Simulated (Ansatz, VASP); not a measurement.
**Zr3TiC4 in VASP and in Ansatz**

```
CELL_PARAMETERS angstrom
3.27898 0.00000 0.00000
0.00000 3.27898 0.00000
0.00000 0.00000 9.23276
ATOMIC_POSITIONS crystal
Zr 0.00000 0.00000 0.24273
Zr 0.50000 0.50000 0.50000
Zr 0.00000 0.00000 0.75727
Ti 0.50000 0.50000 0.00000
C 0.00000 0.00000 0.00000
C 0.50000 0.50000 0.23971
C 0.00000 0.00000 0.50000
C 0.50000 0.50000 0.76029
```

Alike in both runs: task single point; functional PBE; k mesh 6 × 6 × 2; occupations gaussian, width 0.1 eV; collinear spin.

|  | VASP | Ansatz |
| --- | --- | --- |
| version | VASP 6.6.1 | Ansatz 0.2.0 |
| potentials or method | VASP PAW PBE potentials, release 64 (Zr_sv, Ti_sv, C), cutoff 520 eV | scalar-relativistic, plane waves, PAW |
| valence electrons in the cell | 64 | 64 |

Ansatz gave:

| Item | Value |
| --- | --- |
| gap on the k mesh at the Fermi level (eV) | none |
| pressure (GPa) | 0.0 |
| traceless stress, the component that is largest in VASP (GPa) | -0.09 |
| rms of the force components (eV/Å) | 0.009 |
| net moment per atom (μB) | 0.00 |

Estimate VASP's values.

gap on the k mesh at the Fermi level (eV): none; pressure (GPa): 0.3; traceless stress, the component that is largest in VASP (GPa): -0.08; rms of the force components (eV/Å): 0.009; net moment per atom (μB): 0.00.

Atom by atom the forces differ by 0.002 eV/Å (rms over components). A gap of «none» marks a metal or a gap that the smearing closes. With one functional, cell and mesh, what is left measures potentials, basis and numerics. Ansatz's warnings: seeded moment not kept.
